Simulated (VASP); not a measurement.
# PtS2 in VASP: notebook

PtS2 is run at these levels: PBE+D3(BJ); tasks: single point.

All numbers are computed with VASP 6.6.1; they aren't measurements. Logs are shortened: lines on timing, memory, paths and dates and some standing lists are left out, and cuts for length are marked.

**1. The cell of the first run**

The cell holds a slab with vacuum, 6 atoms: a = 3.542 Å, b = 3.542 Å, c = 22.467 Å, α = 90.00°, β = 90.00°, γ = 120.00°.

**2. Single point, PBE+D3(BJ) (layers slid over each other)**

Input file INCAR:

```
ALGO = Normal
DIPOL = 0.5 0.5 0.392
EDIFF = 1E-6
ENCUT = 520
GGA = PE
IDIPOL = 3
ISIF = 2
ISMEAR = 0
IVDW = 12
LASPH = True
LCHARG = True
LDIPOL = True
LELF = True
LREAL = False
LVACPOTAV = True
LVHAR = True
LWAVE = False
NBANDS = 31
NELM = 60
PREC = Accurate
SIGMA = 0.05
```

Input file KPOINTS:

```
k-points
0
Gamma
  9 9 1
```

Input file POSCAR:

```
PtS2
1.0
    3.5415269801      0.0000000000      0.0000000000
   -1.7707634901      3.0670523330      0.0000000000
    0.0000000000      0.0000000000     22.4670671688
S Pt
4 2
Direct
    0.6666666667      0.3333333333      0.2002931654
    0.3333333333      0.6666666667      0.3108342327
    0.3333333333      1.0000000000      0.4728491487
    0.6666666667      0.6666666667      0.5833902160
    0.0000000000      0.0000000000      0.2555636990
    1.0000000000      1.3333333333      0.5281196824
```

Potentials or basis: VASP PAW PBE potentials, release 64 (S, Pt).

The run is started by

```console
$ cat potpaw_PBE.64/S/POTCAR potpaw_PBE.64/Pt/POTCAR > POTCAR
$ mpirun -np 1 vasp_std > vasp.out
```

OUTCAR:

```text
EDIFF = 1E-6
   ENCUT = 520
   GGA = PE
   ISIF = 2
   ISMEAR = 0
   IVDW = 12
   LASPH = True
   LREAL = False
   NELM = 60
   PREC = Accurate
 IVDW          = 12

 ion  position               nearest neighbor table
   1  0.667  0.333  0.200-   5 2.39   5 2.39   5 2.39
   2  0.333  0.667  0.311-   5 2.39   5 2.39   5 2.39
   3  0.333  0.000  0.473-   6 2.39   6 2.39   6 2.39
   4  0.667  0.667  0.583-   6 2.39   6 2.39   6 2.39
   5  0.000  0.000  0.256-   1 2.39   1 2.39   1 2.39   2 2.39   2 2.39   2 2.39
   6  0.000  0.333  0.528-   4 2.39   4 2.39   4 2.39   3 2.39   3 2.39   3 2.39

  LATTYP: Found a hexagonal cell.
 ALAT       =     3.5415269801
 C/A-ratio  =     6.3438927036

  Lattice vectors:

 A1 = (   3.5415269801,   0.0000000000,   0.0000000000)
 A2 = (  -1.7707634901,   3.0670523330,   0.0000000000)
 A3 = (   0.0000000000,   0.0000000000,  22.4670671688)

Analysis of symmetry for initial positions (statically):
=====================================================================
 Subroutine PRICEL returns:
 Original cell was already a primitive cell.

 Routine SETGRP: Setting up the symmetry group for a
 hexagonal supercell.

 Subroutine GETGRP returns: Found  2 space group operations
 (whereof  1 operations were pure point group operations)
 out of a pool of 24 trial point group operations.

The static configuration has the point symmetry C_1 .
 The point group associated with its full space group is C_2 .

Analysis of symmetry for dynamics (positions and initial velocities):
=====================================================================
 Subroutine PRICEL returns:
 Original cell was already a primitive cell.

 Routine SETGRP: Setting up the symmetry group for a
 hexagonal supercell.

 Subroutine GETGRP returns: Found  2 space group operations
 (whereof  1 operations were pure point group operations)
 out of a pool of 24 trial point group operations.

The dynamic configuration has the point symmetry C_1 .
 The point group associated with its full space group is C_2 .

 Subroutine INISYM returns: Found  2 space group operations
 (whereof  1 operations are pure point group operations),
 and found     1 'primitive' translations

----------------------------------------------------------------------------------------

                                     Primitive cell

  volume of cell :     244.0384

  direct lattice vectors                    reciprocal lattice vectors
     3.541526980  0.000000000  0.000000000     0.282364078  0.163022976  0.000000000
    -1.770763490  3.067052333  0.000000000     0.000000000  0.326045953  0.000000000
     0.000000000  0.000000000 22.467067169     0.000000000  0.000000000  0.044509592

  length of vectors
     3.541526980  3.541526980 22.467067169     0.326045953  0.326045953  0.044509592

  position of ions in fractional coordinates (direct lattice)
     0.666666667  0.333333333  0.200293165
     0.333333333  0.666666667  0.310834233
     0.333333333  0.000000000  0.472849149
     0.666666667  0.666666667  0.583390216
     0.000000000  0.000000000  0.255563699
     0.000000000  0.333333333  0.528119682

  ion indices of the primitive-cell ions
   primitive index   ion index
                 1           1
                 2           2
                 3           3
                 4           4
                 5           5
                 6           6

----------------------------------------------------------------------------------------

 KPOINTS: k-points

Automatic generation of k-mesh.
 Grid dimensions read from file:
 generate k-points for:    9    9    1

 Generating k-lattice:

  Cartesian coordinates                     Fractional coordinates (reciprocal lattice)
     0.031373786  0.018113664  0.000000000     0.111111111  0.000000000  0.000000000
     0.000000000  0.036227328  0.000000000     0.000000000  0.111111111  0.000000000
     0.000000000  0.000000000  0.044509592     0.000000000  0.000000000  1.000000000

  Length of vectors
     0.036227328  0.036227328  0.044509592

  Shift w.r.t. Gamma in fractional coordinates (k-lattice)
     0.000000000  0.000000000  0.000000000

 Subroutine IBZKPT returns following result:
 ===========================================

 Found     25 irreducible k-points:

 Following reciprocal coordinates:
            Coordinates               Weight
  0.000000  0.000000  0.000000      1.000000
  0.111111  0.000000  0.000000      2.000000
  0.000000  0.111111  0.000000      4.000000
  0.222222  0.000000  0.000000      2.000000
  0.000000  0.222222  0.000000      4.000000
  0.333333  0.000000  0.000000      2.000000
[... 16 lines left out ...]
 -0.222222 -0.444444  0.000000      4.000000
  0.444444  0.333333  0.000000      4.000000
   k-points           NKPTS =     25   k-points in BZ     NKDIM =     25   number of bands    NBANDS=     31
   number of dos      NEDOS =    301   number of ions     NIONS =      6
   total plane-waves  NPLWV = 131712
   dimension x,y,z NGX =    28 NGY =   28 NGZ =  168
   dimension x,y,z NGXF=    56 NGYF=   56 NGZF=  336
   ions per type =               4   2
   NGX,Y,Z   is equivalent  to a cutoff of  13.14, 13.14, 12.43 a.u.
   NGXF,Y,Z  is equivalent  to a cutoff of  26.29, 26.29, 24.86 a.u.
 SYSTEM =  unknown system
   PREC   = accura    normal or accurate (medium, high low for compatibility)
   ISTART =      0    job   : 0-new  1-cont  2-samecut
   ICHARG =      2    charge: 1-file 2-atom 10-const
   ISPIN  =      1    spin polarized calculation?
   LNONCOLLINEAR =      F non collinear calculations
   LSORBIT =      F    spin-orbit coupling
   LASPH  =      T    aspherical Exc in radial PAW
   ENCUT  =  520.0 eV  38.22 Ry    6.18 a.u.   6.58  6.58 41.77*2*pi/ulx,y,z
   NELM   =     60;   NELMIN=  2; NELMDL= -5     # of ELM steps
   EDIFF  = 0.1E-05   stopping-criterion for ELM
   LREAL  =      F    real-space projection
   EDIFFG = 0.1E-04   stopping-criterion for IOM
   NSW    =      0    number of steps for IOM
   IBRION =     -1    ionic relax: 0-MD 1-quasi-New 2-CG
   NFREE  =      0    steps in history (QN), initial steepest desc. (CG)
   ISIF   =      2    stress and relaxation
   ISYM   =      2    0-nonsym 1-usesym 2-fastsym
   POTIM  = 0.5000    time-step for ionic-motion
   TEBEG  =    0.0;   TEEND  =   0.0 temperature during run
   PSTRESS=    0.0 pullay stress
   NELECT =      44.0000    total number of electrons
   NUPDOWN=      -1.0000    fix difference up-down
   EMIN   =  10.00;   EMAX   =-10.00  energy-range for DOS
   EFERMI =   0.00;   METHOD = LEGACY
   ISMEAR =     0;   SIGMA  =   0.05  broadening in eV -4-tet -1-fermi 0-gaus
   EFERMI_NEDOS =   21; number of points for ismear=-14 and -15
   IALGO  =     38    algorithm
   IMIX   =      4    mixing-type and parameters
     AMIX     =   0.40;   BMIX     =  1.00
     AMIX_MAG =   1.60;   BMIX_MAG =  1.00
  volume/ion in A,a.u.               =      40.67       274.48
  Fermi-wavevector in a.u.,A,eV,Ry     =   0.924854  1.747720 11.637801  0.855354
  Thomas-Fermi vector in A             =   2.050645
   LORBIT       =      0    0 simple, 1 ext, 2 COOP (PROOUT), +10 PAW based schemes
   GGA     = PE    functional components
   LHFCALC =     F    Hartree Fock is set to
   AEXX    =    0.0000 exact exchange contribution
   IVDW    =    12    specifies the selected vdW correction
   LEPSILON=     F    determine dielectric tensor
   LRPA    =     F    only Hartree local field effects (RPA)
 non-spin polarized calculation
 Gauss-broadening in eV      SIGMA  =   0.05
  energy-cutoff  :      520.00
  volume of cell :      244.04
 maximum number of plane-waves:      6671
   NGX = 13   NGY = 13   NGZ = 83

 dipolmoment           0.000000      0.000000      0.000040 electrons x Angstroem

 number of electron      44.0000000 magnetization

 dipolmoment           0.000000      0.000000     -0.000009 electrons x Angstroem

 Free energy of the ion-electron system (eV)
  ---------------------------------------------------
  ext. energy  EPLUGINS =         0.00000000
  ---------------------------------------------------
  free energy    TOTEN  =       -30.90185321 eV

  energy without entropy =      -30.90185321  energy(sigma->0) =      -30.90185321

 E-fermi :  -0.3833     XC(G=0):  -5.4843

 val. band max:       -0.6603841440   @ k =   0.1111   0.1111   0.0000
 cond. band min:       0.8571041996   @ k =   0.2222   0.0000   0.0000
 fundamental gap:      1.5174883436
 Fermi energy:        -0.3833069746

 k-point     1 :       0.0000    0.0000    0.0000
  band No.  band energies     occupation
      1     -14.9008      2.00000
      2     -14.8730      2.00000
      3     -12.7212      2.00000
      4     -12.6531      2.00000
      5      -6.3889      2.00000
      6      -6.3880      2.00000
[... 23 lines left out ...]
     30       5.3611      0.00000
     31       5.5260      0.00000

 k-point     2 :       0.1111    0.0000    0.0000
  band No.  band energies     occupation
      1     -14.7466      2.00000
      2     -14.7185      2.00000
      3     -12.7505      2.00000
      4     -12.6876      2.00000
      5      -6.3926      2.00000
      6      -6.3677      2.00000
[... 23 lines left out ...]
     30       5.9701      0.00000
     31       5.9841      0.00000

 k-point     3 :       0.0000    0.1111    0.0000
  band No.  band energies     occupation
      1     -14.7465      2.00000
      2     -14.7187      2.00000
      3     -12.7501      2.00000
      4     -12.6881      2.00000
      5      -6.3923      2.00000
      6      -6.3682      2.00000
[... 703 lines left out ...]
     30       7.5416      0.00000
     31       7.8601      0.00000

 k-point    24 :       0.4444    0.3333    0.0000
  band No.  band energies     occupation
      1     -13.1094      2.00000
      2     -13.0867      2.00000
      3     -12.9571      2.00000
      4     -12.9361      2.00000
      5      -6.6466      2.00000
      6      -6.6310      2.00000
[... 23 lines left out ...]
     30       7.5594      0.00000
     31       7.9089      0.00000

 [... further k-points ...]

------------------------ aborting loop because EDIFF is reached ----------------------------------------

 Edisp (eV)   -1.85975

 E8    (eV) :    -0.7713

  FORCE on cell =-STRESS in cart. coord.  units (eV):
  Direction    XX          YY          ZZ          XY          YZ          ZX
  --------------------------------------------------------------------------------------
  -------------------------------------------------------------------------------------
  Total      -0.48636    -0.46254    -0.77653    -0.02063     0.07733    -0.04464
  in kB      -3.19309    -3.03667    -5.09815    -0.13546     0.50766    -0.29310
  external pressure =       -3.78 kB  Pullay stress =        0.00 kB

 VOLUME and BASIS-vectors are now :
 -----------------------------------------------------------------------------
  energy-cutoff  :      520.00
  volume of cell :      244.04
      direct lattice vectors                 reciprocal lattice vectors
     3.541526980  0.000000000  0.000000000     0.282364078  0.163022976  0.000000000
    -1.770763490  3.067052333  0.000000000     0.000000000  0.326045953  0.000000000
     0.000000000  0.000000000 22.467067169     0.000000000  0.000000000  0.044509592

 POSITION                                       TOTAL-FORCE (eV/Angst)
 -----------------------------------------------------------------------------------
      1.77076      1.02235      4.50000         0.001270     -0.007647      0.042069
     -0.00000      2.04470      6.98353         0.009040     -0.020814      0.006884
      1.18051      0.00000     10.62353        -0.013505      0.018236     -0.006884
      1.18051      2.04470     13.10707        -0.005988      0.004923     -0.042069
      0.00000      0.00000      5.74177         0.000071      0.010480      0.056269
     -0.59025      1.02235     11.86530         0.009112     -0.005179     -0.056269
 -----------------------------------------------------------------------------------
    total drift:                               -0.000158     -0.000097     -0.000304

  FREE ENERGIE OF THE ION-ELECTRON SYSTEM (eV)
  ---------------------------------------------------
  free  energy   TOTEN  =       -32.7616041586 eV

  energy  without entropy=      -32.7616041586  energy(sigma->0) =      -32.76160416

 vacuum level on the upper side and lower side of the slab         5.485         5.486
```

Run time: 8.7 min. Hardware: 1 thread of Intel Xeon 8259CL, shared host; peak memory 0.45 GiB.

What came out:

```yaml
Free_energy: -32.7616 eV
Largest_force: 0.057 eV/Å
Band_gap_on_the_k_mesh: 1.52 eV (least direct gap 1.61 eV)
Dispersion_energy_per_atom: -0.310 eV
```

Forces on the atoms (eV/Å):
```
S    0.001 -0.008  0.042
S    0.009 -0.021  0.007
S   -0.014  0.018 -0.007
S   -0.006  0.005 -0.042
Pt   0.000  0.010  0.056
Pt   0.009 -0.005 -0.056
```

Caveat: the cell differs from its parent crystal (layers slid over each other); spin-orbit coupling is left out, which moves the levels of the heavy elements.

**3. Single point, PBE+D3(BJ) (layers slid over each other)**

Input file INCAR:

```
PREC     = Accurate       # precision mode
ENCUT    = 520            # plane-wave cutoff, eV
EDIFF    = 1E-6           # SCF threshold, eV
ISMEAR   = 0              # smearing method
SIGMA    = 0.05           # smearing width, eV
LREAL    = F              # projectors in reciprocal space
LASPH    = T              # aspherical terms in the spheres
NELM     = 100            # most SCF steps
ALGO     = Normal         # electronic algorithm
ISIF     = 2              # what is computed and relaxed
LWAVE    = F              # write WAVECAR
LCHARG   = F              # write CHGCAR
LDIPOL   = T            
IDIPOL   = 3            
DIPOL    = 0.5 0.5 0.392
GGA      = PE             # functional
IVDW     = 12             # dispersion correction
NBANDS   = 31             # bands
```

Input file KPOINTS:

```
regular mesh
0
Gamma
  9 9 1
```

Input file POSCAR:

```
PtS2
1.0
    3.5415269801      0.0000000000      0.0000000000
   -1.7707634901      3.0670523330      0.0000000000
    0.0000000000      0.0000000000     22.4670671688
S Pt
4 2
Direct
    0.6666666667      0.3333333333      0.2002931654
    0.3333333333      0.6666666667      0.3108342327
    0.3333333333      0.8333333333      0.4728491487
    0.6666666667      0.5000000000      0.5833902160
    0.0000000000      0.0000000000      0.2555636990
    1.0000000000      1.1666666667      0.5281196824
```

Potentials or basis: VASP PAW PBE potentials, release 64 (S, Pt).

The run is started by

```console
$ cat potpaw_PBE.64/S/POTCAR potpaw_PBE.64/Pt/POTCAR > POTCAR
$ mpirun -np 1 vasp_std > vasp.out
```

It took 7.1 min on 1 thread of Intel Xeon 8259CL, shared host; peak memory 0.42 GiB.

It converged, with:

- Free energy: -32.7475 eV
- Largest force: 0.046 eV/Å
- Band gap on the k mesh: 1.48 eV (least direct gap 1.58 eV)
- Dispersion energy per atom: -0.310 eV

Forces in eV/Å, atoms in the order of the input:
```
S    0.003 -0.007  0.041
S    0.012 -0.022 -0.027
S   -0.013  0.021  0.027
S   -0.005  0.006 -0.041
Pt  -0.003  0.010  0.044
Pt   0.007 -0.008 -0.044
```

Levels at points of the mesh, in eV from the valence-band top:
| k point | band 20 | band 21 | band 22 | band 23 | band 24 | band 25 |
| --- | --- | --- | --- | --- | --- | --- |
| (0.00, 0.00, 0.00) | -0.46 | -0.45 | -0.45 | 2.99 | 3.00 | 3.03 |

Caveat: the cell differs from its parent crystal (layers slid over each other); spin-orbit coupling is left out, which moves the levels of the heavy elements.
